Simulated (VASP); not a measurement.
# Al (Fd-3m) in VASP: a series of runs, part 2 of 2

VASP 6.6.1.

### Step 3. Single point, PBEsol

This run uses another cell than the first one, of 15.50 Å³/atom, 0.998 times its volume.

Input file INCAR:

```
SYSTEM = Al
ALGO     = Normal         ! electronic algorithm
EDIFF    = 1E-6           ! SCF threshold, eV
ENCUT    = 500            ! plane-wave cutoff, eV
GGA      = PS             ! functional
GGA_COMPAT= .FALSE.      
ISIF     = 2              ! what is computed and relaxed
ISMEAR   = -1             ! smearing method
LASPH    = .TRUE.         ! aspherical terms in the spheres
LCHARG   = .TRUE.         ! write CHGCAR
LELF     = .TRUE.         ! ELF
LREAL    = .FALSE.        ! projectors in reciprocal space
LVHAR    = .TRUE.       
LWAVE    = .FALSE.        ! write WAVECAR
NBANDS   = 10             ! bands
NELM     = 120            ! most SCF steps
PREC     = Accurate       ! precision mode
SIGMA    = 0.05           ! smearing width, eV
```

Input file KPOINTS:

```
k-points
0
G
  14 14 14
  0 0 0
```

Input file POSCAR:

```
Al
1.0
    0.0000000000      2.4932807913      2.4932807913
    2.4932807913      0.0000000000      2.4932807913
    2.4932807913      2.4932807913      0.0000000000
Al
2
Direct
   -0.1250000000     -0.1250000000     -0.1250000000
    0.1250000000      0.1250000000      0.1250000000
```

Potentials or basis: VASP PAW PBE potentials, release 64 (Al).

Command:

```
$ cat potpaw_PBE.64/Al/POTCAR > POTCAR
$ mpirun -np 1 vasp_std > vasp.out
```

OUTCAR:

```text
SYSTEM = Al
   EDIFF = 1E-6
   ENCUT = 500
   GGA = PS
   ISIF = 2
   ISMEAR = -1
   LASPH = .TRUE.
   LREAL = .FALSE.
   NELM = 120
   PREC = Accurate

 ion  position               nearest neighbor table
   1  0.875  0.875  0.875-   2 2.16   2 2.16   2 2.16   2 2.16
   2  0.125  0.125  0.125-   1 2.16   1 2.16   1 2.16   1 2.16

  LATTYP: Found a face centered cubic cell.
 ALAT       =     4.9865615826

  Lattice vectors:

 A1 = (   0.0000000000,   2.4932807913,   2.4932807913)
 A2 = (   2.4932807913,   0.0000000000,   2.4932807913)
 A3 = (   2.4932807913,   2.4932807913,   0.0000000000)

Analysis of symmetry for initial positions (statically):
=====================================================================
 Subroutine PRICEL returns:
 Original cell was already a primitive cell.

 Routine SETGRP: Setting up the symmetry group for a
 face centered cubic supercell.

 Subroutine GETGRP returns: Found 48 space group operations
 (whereof 12 operations were pure point group operations)
 out of a pool of 48 trial point group operations.

The static configuration has the point symmetry D_3d.
 The point group associated with its full space group is O_h .

Analysis of symmetry for dynamics (positions and initial velocities):
=====================================================================
 Subroutine PRICEL returns:
 Original cell was already a primitive cell.

 Routine SETGRP: Setting up the symmetry group for a
 face centered cubic supercell.

 Subroutine GETGRP returns: Found 48 space group operations
 (whereof 12 operations were pure point group operations)
 out of a pool of 48 trial point group operations.

The dynamic configuration has the point symmetry D_3d.
 The point group associated with its full space group is O_h .

 Subroutine INISYM returns: Found 48 space group operations
 (whereof 12 operations are pure point group operations),
 and found     1 'primitive' translations

----------------------------------------------------------------------------------------
[... 115 lines left out ...]
  Fermi-wavevector in a.u.,A,eV,Ry     =   0.946987  1.789546 12.201495  0.896785
  Thomas-Fermi vector in A             =   2.075037
   LORBIT       =      0    0 simple, 1 ext, 2 COOP (PROOUT), +10 PAW based schemes
   GGA     = PS    functional components
   LHFCALC =     F    Hartree Fock is set to
   AEXX    =    0.0000 exact exchange contribution
   IVDW    =     0    specifies the selected vdW correction
   LEPSILON=     F    determine dielectric tensor
   LRPA    =     F    only Hartree local field effects (RPA)
 non-spin polarized calculation
  energy-cutoff  :      500.00
  volume of cell :       31.00
 maximum number of plane-waves:       802
 NGX is ok and might be reduce to    28
   NGX = 13   NGY = 13   NGZ = 13

 number of electron       6.0000000 magnetization

 Free energy of the ion-electron system (eV)
  ---------------------------------------------------
  ext. energy  EPLUGINS =         0.00000000
  ---------------------------------------------------
  free energy    TOTEN  =        -3.56301762 eV

  energy without entropy =       -3.55436344  energy(sigma->0) =       -3.55869053

 E-fermi :   7.6308     XC(G=0): -10.3036

 val. band max:        7.6244779799   @ k =  -0.2857   0.3571   0.0714
 cond. band min:       7.6449426334   @ k =  -0.4286   0.1429   0.0000
 fundamental gap:      0.0204646535
 Fermi energy:         7.6308465929

 k-point     1 :       0.0000    0.0000    0.0000
  band No.  band energies     occupation
      1      -3.2818      2.00000
      2      11.0515      0.00000
      3      11.0515      0.00000
      4      11.0515      0.00000
      5      12.7612      0.00000
      6      12.7612      0.00000
      7      12.7612      0.00000
      8      16.8088      0.00000
      9      16.8088      0.00000
     10      18.9830      0.00000
[... 287 lines left out ...]
 k-point    24 :       0.2857    0.1429    0.0000
  band No.  band energies     occupation
      1      -1.9965      2.00000
      2       6.6340      2.00000
      3       8.7740      0.00000
      4       9.3188      0.00000
      5      11.8025      0.00000
      6      13.3932      0.00000
      7      15.4010      0.00000
      8      15.6957      0.00000
      9      18.0894      0.00000
     10      19.9004      0.00000

 [... further k-points ...]
[... 5 lines left out ...]
  --------------------------------------------------------------------------------------
  -------------------------------------------------------------------------------------
  Total       12.3781485     12.3781485     12.3781485      0.0000000     -0.0000000     -0.0000000
  in kB      639.7682746    639.7682746    639.7682746      0.0000000     -0.0000000     -0.0000000
  external PRESSURE =     639.7682746 kB  Pullay stress =       0.0000000 kB

 VOLUME and BASIS-vectors are now :
 -----------------------------------------------------------------------------
  energy-cutoff  :      500.00
  volume of cell :       31.00
      direct lattice vectors                 reciprocal lattice vectors
     0.000000000  2.493280791  2.493280791    -0.200538985  0.200538985  0.200538985
     2.493280791  0.000000000  2.493280791     0.200538985 -0.200538985  0.200538985
     2.493280791  2.493280791  0.000000000     0.200538985  0.200538985 -0.200538985

 POSITION                                       TOTAL-FORCE (eV/Angst)
 -----------------------------------------------------------------------------------
      4.36324      4.36324      4.36324        -0.000000      0.000000      0.000000
      0.62332      0.62332      0.62332         0.000000     -0.000000     -0.000000
 -----------------------------------------------------------------------------------
    total drift:                               -0.000000     -0.000000     -0.000000

  FREE ENERGIE OF THE ION-ELECTRON SYSTEM (eV)
  ---------------------------------------------------
  free  energy   TOTEN  =        -3.5630176161 eV

  energy  without entropy=       -3.5543634432  energy(sigma->0) =       -3.55869053
```

Wall time 12 s (1 thread of Intel Xeon 6975P-C (Granite Rapids), shared host); peak memory 0.16 GiB.

Results:

```yaml
Free_energy: -3.5630 eV
Pressure: 64.0 GPa
Band_gap_on_the_k_mesh: zero (band 3 reaches 11.05 eV, above the bottom of band 4 at 4.85 eV)
```

Caveat: the PAW data sets were made with another functional, which shifts forces and pressure a little.
